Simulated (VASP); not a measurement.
Here is a VASP 6.6.1 calculation.

The input POSCAR:

```
Sn
1.0
    0.0000000000      3.2840539893      3.2840539893
    3.2840539893      0.0000000000      3.2840539893
    3.2840539893      3.2840539893      0.0000000000
Sn
2
Direct
    0.5000000000      0.5000000000      0.5000000000
    0.7500000000      0.7500000000      0.7500000000
```

INCAR.step1

```
PREC = Accurate
ENCUT = 520
ISMEAR = -1
SIGMA = 0.1
LREAL = F
LASPH = T
NELM = 80
NBANDS = 21
GGA = PE
ALGO = Normal
EDIFF = 1E-4
LWAVE = T
LCHARG = F
```

INCAR.step2

```
PREC = Accurate
ENCUT = 520
EDIFF = 1E-6
ISMEAR = -1
SIGMA = 0.1
LREAL = F
LASPH = T
NELM = 80
ALGO = Normal
ISIF = 2
LWAVE = F
LCHARG = F
METAGGA = R2SCAN
LMIXTAU = T
NBANDS = 21
ISTART = 1
```

The input KPOINTS:

```
regular mesh
0
Gamma
  2 2 2
```

Potentials or basis: VASP PAW PBE potentials, release 64 (Sn_d).

Run with:

```bash
$ cat potpaw_PBE.64/Sn_d/POTCAR > POTCAR
$ cp INCAR.step1 INCAR
$ mpirun -np 1 vasp_std > vasp.out
$ cp INCAR.step2 INCAR
$ mpirun -np 1 vasp_std > vasp.out
```

Q: Estimate the band gap on the k mesh.

A: Zero (filled and empty bands touch).

Q: Predict the pressure.

A: 7.8 GPa.

Caveat: the k points lie up to 0.83 Å⁻¹ apart; the PAW data sets were made with another functional, which shifts forces and pressure a little; spin-orbit coupling is left out, which moves the levels of the heavy elements.
